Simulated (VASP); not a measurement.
# Ru (P6_3/mmc) in VASP: a series of runs

Aim: see how the results for Ru move with the level of theory and the settings. Levels: PBE, BLYP. Tasks: single point, relaxation of cell and atoms.

Everything below comes from runs of VASP 6.6.1. Logs are shortened: lines on timing, memory, paths and dates and some standing lists are left out, and cuts for length are marked.

### Step 1. The cell of the first run

The structure is hexagonal, space group P6_3/mmc (No. 194). Conventional cell: a = 2.706 Å, b = 2.706 Å, c = 4.282 Å, α = 90.00°, β = 90.00°, γ = 120.00°. Within 3.5 Å of Ru (site symmetry -6m2) lie 12 Ru at 2.65 to 2.71 Å.

### Step 2. Single point, PBE

INCAR

```
SYSTEM = Ru
PREC = Accurate ; ENCUT = 500
EDIFF = 1E-6 ; ISMEAR = 0
SIGMA = 0.1 ; LREAL = .FALSE.
LASPH = .TRUE. ; NELM = 120
ALGO = Normal ; ISIF = 2
LWAVE = .FALSE. ; LCHARG = .FALSE.
GGA = PE ; NBANDS = 21
GGA_COMPAT = .FALSE.
```

KPOINTS

```
regular mesh
0
G
  11 11 6
  0 0 0
```

POSCAR

```
Ru
1.0
    2.7058000000      0.0000000000      0.0000000000
   -1.3529000000      2.3432915376      0.0000000000
    0.0000000000      0.0000000000      4.2819000000
Ru
2
Direct
    0.6666666667      0.3333333333      0.7500000000
    0.3333333333      0.6666666667      0.2500000000
```

Potentials or basis: VASP PAW PBE potentials, release 64 (Ru_pv).

Started as:

```bash
$ cat potpaw_PBE.64/Ru_pv/POTCAR > POTCAR
$ mpirun -np 1 vasp_std > vasp.out
```

OUTCAR:

```text
SYSTEM = Ru
   PREC = Accurate
   ENCUT = 500
   EDIFF = 1E-6
   ISMEAR = 0
   LREAL = .FALSE.
   LASPH = .TRUE.
   NELM = 120
   ISIF = 2
   GGA = PE

 ion  position               nearest neighbor table
   1  0.667  0.333  0.750-   2 2.65   2 2.65   2 2.65   2 2.65   2 2.65   2 2.65
   2  0.333  0.667  0.250-   1 2.65   1 2.65   1 2.65   1 2.65   1 2.65   1 2.65

  LATTYP: Found a hexagonal cell.
 ALAT       =     2.7058000000
 C/A-ratio  =     1.5824894671

  Lattice vectors:

 A1 = (   2.7058000000,   0.0000000000,   0.0000000000)
 A2 = (  -1.3529000000,   2.3432915376,   0.0000000000)
 A3 = (   0.0000000000,   0.0000000000,   4.2819000000)

Analysis of symmetry for initial positions (statically):
=====================================================================
 Subroutine PRICEL returns:
 Original cell was already a primitive cell.

 Routine SETGRP: Setting up the symmetry group for a
 hexagonal supercell.

 Subroutine GETGRP returns: Found 24 space group operations
 (whereof 12 operations were pure point group operations)
 out of a pool of 24 trial point group operations.

The static configuration has the point symmetry D_3d.
 The point group associated with its full space group is D_6h.

Analysis of symmetry for dynamics (positions and initial velocities):
=====================================================================
 Subroutine PRICEL returns:
 Original cell was already a primitive cell.

 Routine SETGRP: Setting up the symmetry group for a
 hexagonal supercell.

 Subroutine GETGRP returns: Found 24 space group operations
 (whereof 12 operations were pure point group operations)
 out of a pool of 24 trial point group operations.

The dynamic configuration has the point symmetry D_3d.
 The point group associated with its full space group is D_6h.

 Subroutine INISYM returns: Found 24 space group operations
 (whereof 12 operations are pure point group operations),
 and found     1 'primitive' translations

----------------------------------------------------------------------------------------

                                     Primitive cell

  volume of cell :      27.1493

  direct lattice vectors                    reciprocal lattice vectors
     2.705800000  0.000000000  0.000000000     0.369576465  0.213375072  0.000000000
    -1.352900000  2.343291538  0.000000000     0.000000000  0.426750144  0.000000000
     0.000000000  0.000000000  4.281900000     0.000000000  0.000000000  0.233541185

  length of vectors
     2.705800000  2.705800000  4.281900000     0.426750144  0.426750144  0.233541185

  position of ions in fractional coordinates (direct lattice)
     0.666666667  0.333333333  0.750000000
     0.333333333  0.666666667  0.250000000

  ion indices of the primitive-cell ions
   primitive index   ion index
                 1           1
                 2           2

----------------------------------------------------------------------------------------

 KPOINTS: regular mesh

Automatic generation of k-mesh.
 Grid dimensions read from file:
 generate k-points for:   11   11    6

 Generating k-lattice:

  Cartesian coordinates                     Fractional coordinates (reciprocal lattice)
     0.033597860  0.019397734  0.000000000     0.090909091  0.000000000  0.000000000
     0.000000000  0.038795468  0.000000000     0.000000000  0.090909091  0.000000000
     0.000000000  0.000000000  0.038923531     0.000000000  0.000000000  0.166666667

  Length of vectors
     0.038795468  0.038795468  0.038923531

  Shift w.r.t. Gamma in fractional coordinates (k-lattice)
     0.000000000  0.000000000  0.000000000

 Subroutine IBZKPT returns following result:
 ===========================================

 Found     64 irreducible k-points:

 Following reciprocal coordinates:
            Coordinates               Weight
  0.000000  0.000000  0.000000      1.000000
  0.090909  0.000000  0.000000      6.000000
  0.181818  0.000000  0.000000      6.000000
  0.272727  0.000000  0.000000      6.000000
  0.363636  0.000000  0.000000      6.000000
  0.454545  0.000000  0.000000      6.000000
[... 16 lines left out ...]
  0.090909  0.090909  0.166667     12.000000
  0.181818  0.090909  0.166667     24.000000
 [... further k-points ...]
   k-points           NKPTS =     64   k-points in BZ     NKDIM =     64   number of bands    NBANDS=     21
   number of dos      NEDOS =    301   number of ions     NIONS =      2
   total plane-waves  NPLWV =  12800
   dimension x,y,z NGX =    20 NGY =   20 NGZ =   32
   dimension x,y,z NGXF=    40 NGYF=   40 NGZF=   64
   ions per type =               2
   NGX,Y,Z   is equivalent  to a cutoff of  12.29, 12.29, 12.42 a.u.
   NGXF,Y,Z  is equivalent  to a cutoff of  24.58, 24.58, 24.85 a.u.
 SYSTEM =  Ru
   PREC   = accura    normal or accurate (medium, high low for compatibility)
   ISTART =      0    job   : 0-new  1-cont  2-samecut
   ICHARG =      2    charge: 1-file 2-atom 10-const
   ISPIN  =      1    spin polarized calculation?
   LNONCOLLINEAR =      F non collinear calculations
   LSORBIT =      F    spin-orbit coupling
   LASPH  =      T    aspherical Exc in radial PAW
   ENCUT  =  500.0 eV  36.75 Ry    6.06 a.u.   4.93  4.93  7.81*2*pi/ulx,y,z
   NELM   =    120;   NELMIN=  2; NELMDL= -5     # of ELM steps
   EDIFF  = 0.1E-05   stopping-criterion for ELM
   LREAL  =      F    real-space projection
   EDIFFG = 0.1E-04   stopping-criterion for IOM
   NSW    =      0    number of steps for IOM
   IBRION =     -1    ionic relax: 0-MD 1-quasi-New 2-CG
   NFREE  =      0    steps in history (QN), initial steepest desc. (CG)
   ISIF   =      2    stress and relaxation
   ISYM   =      2    0-nonsym 1-usesym 2-fastsym
   POTIM  = 0.5000    time-step for ionic-motion
   TEBEG  =    0.0;   TEEND  =   0.0 temperature during run
   PSTRESS=    0.0 pullay stress
   NELECT =      28.0000    total number of electrons
   NUPDOWN=      -1.0000    fix difference up-down
   EMIN   =  10.00;   EMAX   =-10.00  energy-range for DOS
   EFERMI =   0.00;   METHOD = LEGACY
   ISMEAR =     0;   SIGMA  =   0.10  broadening in eV -4-tet -1-fermi 0-gaus
   EFERMI_NEDOS =   21; number of points for ismear=-14 and -15
   IALGO  =     38    algorithm
   IMIX   =      4    mixing-type and parameters
     AMIX     =   0.40;   BMIX     =  1.00
     AMIX_MAG =   1.60;   BMIX_MAG =  1.00
  volume/ion in A,a.u.               =      13.57        91.61
  Fermi-wavevector in a.u.,A,eV,Ry     =   1.654022  3.125649 37.222674  2.735789
  Thomas-Fermi vector in A             =   2.742361
   LORBIT       =      0    0 simple, 1 ext, 2 COOP (PROOUT), +10 PAW based schemes
   GGA     = PE    functional components
   LHFCALC =     F    Hartree Fock is set to
   AEXX    =    0.0000 exact exchange contribution
   IVDW    =     0    specifies the selected vdW correction
   LEPSILON=     F    determine dielectric tensor
   LRPA    =     F    only Hartree local field effects (RPA)
 non-spin polarized calculation
 Gauss-broadening in eV      SIGMA  =   0.10
  energy-cutoff  :      500.00
  volume of cell :       27.15
 maximum number of plane-waves:       704
 NGX is ok and might be reduce to    20
   NGX =  9   NGY =  9   NGZ = 15

 number of electron      28.0000008 magnetization

 Free energy of the ion-electron system (eV)
  ---------------------------------------------------
  ext. energy  EPLUGINS =         0.00000000
  ---------------------------------------------------
  free energy    TOTEN  =       -18.45653410 eV

  energy without entropy =      -18.44608978  energy(sigma->0) =      -18.45131194

 E-fermi :  12.7724     XC(G=0): -14.1208

 val. band max:       12.7567362840   @ k =   0.2727   0.0000   0.0000
 cond. band min:      12.7928650403   @ k =   0.2727   0.1818   0.0000
 fundamental gap:      0.0361287562
 Fermi energy:        12.7724297346

 k-point     1 :       0.0000    0.0000    0.0000
  band No.  band energies     occupation
      1     -30.8050      2.00000
      2     -29.8720      2.00000
      3     -29.8720      2.00000
      4     -29.7018      2.00000
      5     -29.7018      2.00000
      6     -29.6610      2.00000
[... 13 lines left out ...]
     20      23.2653      0.00000
     21      23.2945      0.00000

 k-point     2 :       0.0909    0.0000    0.0000
  band No.  band energies     occupation
      1     -30.7770      2.00000
      2     -29.9314      2.00000
      3     -29.8920      2.00000
      4     -29.7637      2.00000
      5     -29.7100      2.00000
      6     -29.6740      2.00000
[... 13 lines left out ...]
     20      23.2653      0.00000
     21      23.2874      0.00000

 k-point     3 :       0.1818    0.0000    0.0000
  band No.  band energies     occupation
      1     -30.6973      2.00000
      2     -30.0906      2.00000
      3     -29.9437      2.00000
      4     -29.9257      2.00000
      5     -29.7336      2.00000
      6     -29.7134      2.00000
[... 13 lines left out ...]
     20      23.2652      0.00000
     21      23.2768      0.00000

 k-point     4 :       0.2727    0.0000    0.0000
  band No.  band energies     occupation
      1     -30.5795      2.00000
      2     -30.2993      2.00000
      3     -30.1297      2.00000
      4     -30.0084      2.00000
      5     -29.7783      2.00000
      6     -29.7668      2.00000
[... 13 lines left out ...]
     20      23.2652      0.00000
     21      23.2710      0.00000

 k-point     5 :       0.3636    0.0000    0.0000
  band No.  band energies     occupation
      1     -30.4905      2.00000
      2     -30.4463      2.00000
      3     -30.3099      2.00000
      4     -30.0656      2.00000
      5     -29.8625      2.00000
      6     -29.7989      2.00000
[... 13 lines left out ...]
     20      23.2592      0.00000
     21      23.2653      0.00000

 k-point     6 :       0.4545    0.0000    0.0000
  band No.  band energies     occupation
      1     -30.6037      2.00000
      2     -30.4141      2.00000
      3     -30.3407      2.00000
      4     -30.0989      2.00000
      5     -29.9389      2.00000
      6     -29.8184      2.00000
[... 13 lines left out ...]
     20      23.2647      0.00000
     21      23.8006      0.00000

 k-point     7 :       0.0909    0.0909    0.0000
  band No.  band energies     occupation
      1     -30.7231      2.00000
      2     -30.0278      2.00000
      3     -29.9584      2.00000
      4     -29.8487      2.00000
      5     -29.7351      2.00000
      6     -29.7003      2.00000
[... 13 lines left out ...]
     20      23.2653      0.00000
     21      23.2793      0.00000
[... 291 lines left out ...]
      1     -30.5772      2.00000
      2     -30.2510      2.00000
      3     -30.1714      2.00000
      4     -29.9924      2.00000
      5     -29.7881      2.00000
      6     -29.7833      2.00000
[... 13 lines left out ...]
     20      23.2652      0.00000
     21      24.5950      0.00000

 k-point    21 :       0.3636    0.0000    0.1667
  band No.  band energies     occupation
      1     -30.5890      2.00000
      2     -30.3864      2.00000
      3     -30.2778      2.00000
      4     -30.0481      2.00000
      5     -29.8540      2.00000
      6     -29.8171      2.00000
[... 13 lines left out ...]
     20      23.2651      0.00000
     21      23.9458      0.00000

 k-point    22 :       0.4545    0.0000    0.1667
  band No.  band energies     occupation
      1     -30.6609      2.00000
      2     -30.4787      2.00000
      3     -30.2403      2.00000
      4     -30.0804      2.00000
      5     -29.9138      2.00000
      6     -29.8376      2.00000
[... 13 lines left out ...]
     20      23.2644      0.00000
     21      23.4156      0.00000

 k-point    23 :       0.0909    0.0909    0.1667
  band No.  band energies     occupation
      1     -30.6668      2.00000
      2     -30.0077      2.00000
      3     -29.9631      2.00000
      4     -29.8864      2.00000
      5     -29.7486      2.00000
      6     -29.7264      2.00000
[... 13 lines left out ...]
     20      23.2653      0.00000
     21      24.4502      0.00000

 k-point    24 :       0.1818    0.0909    0.1667
  band No.  band energies     occupation
      1     -30.5971      2.00000
      2     -30.1674      2.00000
      3     -30.1192      2.00000
      4     -29.9640      2.00000
      5     -29.7941      2.00000
      6     -29.7609      2.00000
[... 13 lines left out ...]
     20      23.2652      0.00000
     21      24.5727      0.00000

 [... further k-points ...]

------------------------ aborting loop because EDIFF is reached ----------------------------------------

  FORCE on cell =-STRESS in cart. coord.  units (eV):
  Direction    XX          YY          ZZ          XY          YZ          ZX
  --------------------------------------------------------------------------------------
  -------------------------------------------------------------------------------------
  Total        0.7625549      0.7625549      0.7550431      0.0000000      0.0000000      0.0000000
  in kB       45.0011019     45.0011020     44.5578056      0.0000000      0.0000000      0.0000000
  external PRESSURE =      44.8533365 kB  Pullay stress =       0.0000000 kB

 VOLUME and BASIS-vectors are now :
 -----------------------------------------------------------------------------
  energy-cutoff  :      500.00
  volume of cell :       27.15
      direct lattice vectors                 reciprocal lattice vectors
     2.705800000  0.000000000  0.000000000     0.369576465  0.213375072  0.000000000
    -1.352900000  2.343291538  0.000000000     0.000000000  0.426750144  0.000000000
     0.000000000  0.000000000  4.281900000     0.000000000  0.000000000  0.233541185

 POSITION                                       TOTAL-FORCE (eV/Angst)
 -----------------------------------------------------------------------------------
      1.35290      0.78110      3.21143         0.000000     -0.000000      0.000000
     -0.00000      1.56219      1.07048        -0.000000      0.000000      0.000000
 -----------------------------------------------------------------------------------
    total drift:                               -0.000000      0.000000     -0.000000

  FREE ENERGIE OF THE ION-ELECTRON SYSTEM (eV)
  ---------------------------------------------------
  free  energy   TOTEN  =       -18.4565341007 eV

  energy  without entropy=      -18.4460897775  energy(sigma->0) =      -18.45131194
```

Wall time 22 s (1 thread of AMD EPYC 9R45 (Zen 5), shared host); peak memory 0.12 GiB.

Results:

```
Free energy            : -18.4565 eV
Pressure               : 4.5 GPa
Band gap on the k mesh : zero (band 14 reaches 14.34 eV, above the bottom of band 15 at 11.27 eV)
```

### Step 3. Single point, BLYP

This run uses another cell than the first one, of 14.43 Å³/atom, 1.063 times its volume.

INCAR

```
PREC = Accurate
ENCUT = 500
EDIFF = 1E-6
ISMEAR = -1
SIGMA = 0.05
LREAL = F
LASPH = T
NELM = 120
ALGO = Normal
ISIF = 2
LWAVE = F
LCHARG = F
GGA = B5
ALDAX = 1.0
AGGAX = 1.0
AGGAC = 1.0
ALDAC = 0.0
NBANDS = 21
GGA_COMPAT = F
```

KPOINTS

```
regular mesh
0
Gamma
  11 11 6
```

POSCAR

```
Ru
1.0
    2.7640967355      0.0000000000      0.0000000000
   -1.3820483678      2.3937779915      0.0000000000
    0.0000000000      0.0000000000      4.3603041572
Ru
2
Direct
    0.6666666667      0.3333333333      0.7500000000
    0.3333333333      0.6666666667      0.2500000000
```

Potentials or basis: VASP PAW PBE potentials, release 64 (Ru_pv).

Started as:

```bash
$ cat potpaw_PBE.64/Ru_pv/POTCAR > POTCAR
$ mpirun -np 1 vasp_std > vasp.out
```

OUTCAR:

```text
PREC = Accurate
   ENCUT = 500
   EDIFF = 1E-6
   ISMEAR = -1
   LREAL = F
   LASPH = T
   NELM = 120
   ISIF = 2
   GGA = B5

 ion  position               nearest neighbor table
   1  0.667  0.333  0.750-   2 2.70   2 2.70   2 2.70   2 2.70   2 2.70   2 2.70
   2  0.333  0.667  0.250-   1 2.70   1 2.70   1 2.70   1 2.70   1 2.70   1 2.70

  LATTYP: Found a hexagonal cell.
 ALAT       =     2.7640967355
 C/A-ratio  =     1.5774788564

  Lattice vectors:

 A1 = (   2.7640967355,   0.0000000000,   0.0000000000)
 A2 = (  -1.3820483678,   2.3937779915,   0.0000000000)
 A3 = (   0.0000000000,   0.0000000000,   4.3603041572)

Analysis of symmetry for initial positions (statically):
=====================================================================
 Subroutine PRICEL returns:
 Original cell was already a primitive cell.

 Routine SETGRP: Setting up the symmetry group for a
 hexagonal supercell.

 Subroutine GETGRP returns: Found 24 space group operations
 (whereof 12 operations were pure point group operations)
 out of a pool of 24 trial point group operations.

The static configuration has the point symmetry D_3d.
[... 152 lines left out ...]
 number of electron      28.0000001 magnetization

 Free energy of the ion-electron system (eV)
  ---------------------------------------------------
  ext. energy  EPLUGINS =         0.00000000
  ---------------------------------------------------
  free energy    TOTEN  =       -15.84860441 eV

  energy without entropy =      -15.83048716  energy(sigma->0) =      -15.83954578

 E-fermi :  12.2383     XC(G=0): -13.0837

 val. band max:       12.1924272201   @ k =   0.2727   0.0000   0.0000
 cond. band min:      12.2430453670   @ k =   0.0909   0.0909   0.3333
 fundamental gap:      0.0506181469
 Fermi energy:        12.2382799628

 k-point     1 :       0.0000    0.0000    0.0000
  band No.  band energies     occupation
      1     -30.9940      2.00000
      2     -30.2240      2.00000
      3     -30.2240      2.00000
      4     -30.0789      2.00000
      5     -30.0789      2.00000
      6     -30.0422      2.00000
[... 565 lines left out ...]
     20      22.4968      0.00000
     21      23.5658      0.00000

 [... further k-points ...]
[... 5 lines left out ...]
  --------------------------------------------------------------------------------------
  -------------------------------------------------------------------------------------
  Total        0.0903575      0.0903575      0.1062554     -0.0000000      0.0000000      0.0000000
  in kB        5.0178862      5.0178862      5.9007586     -0.0000000      0.0000000      0.0000000
  external PRESSURE =       5.3121770 kB  Pullay stress =       0.0000000 kB

 VOLUME and BASIS-vectors are now :
 -----------------------------------------------------------------------------
  energy-cutoff  :      500.00
  volume of cell :       28.85
      direct lattice vectors                 reciprocal lattice vectors
     2.764096735  0.000000000  0.000000000     0.361781839  0.208874842  0.000000000
    -1.382048368  2.393777991  0.000000000     0.000000000  0.417749684  0.000000000
     0.000000000  0.000000000  4.360304157     0.000000000  0.000000000  0.229341799

 POSITION                                       TOTAL-FORCE (eV/Angst)
 -----------------------------------------------------------------------------------
      1.38205      0.79793      3.27023         0.000000      0.000000      0.000000
     -0.00000      1.59585      1.09008        -0.000000     -0.000000      0.000000
 -----------------------------------------------------------------------------------
    total drift:                               -0.000000      0.000000     -0.000000

  FREE ENERGIE OF THE ION-ELECTRON SYSTEM (eV)
  ---------------------------------------------------
  free  energy   TOTEN  =       -15.8486044076 eV

  energy  without entropy=      -15.8304871617  energy(sigma->0) =      -15.83954578
```

Run time: 35 s. Hardware: 1 thread of AMD EPYC 9R45 (Zen 5), shared host; peak memory 0.12 GiB.

What came out:

* Free energy: -15.8486 eV
* Pressure: 0.5 GPa
* Band gap on the k mesh: zero (band 14 reaches 13.61 eV, above the bottom of band 15 at 10.82 eV)

Stress tensor (GPa, compression positive):
```
0.50 0.00 0.00
0.00 0.50 0.00
0.00 0.00 0.59
```

Caveat: the PAW data sets were made with another functional, which shifts forces and pressure a little.

(Continued in part 2 of 2.)
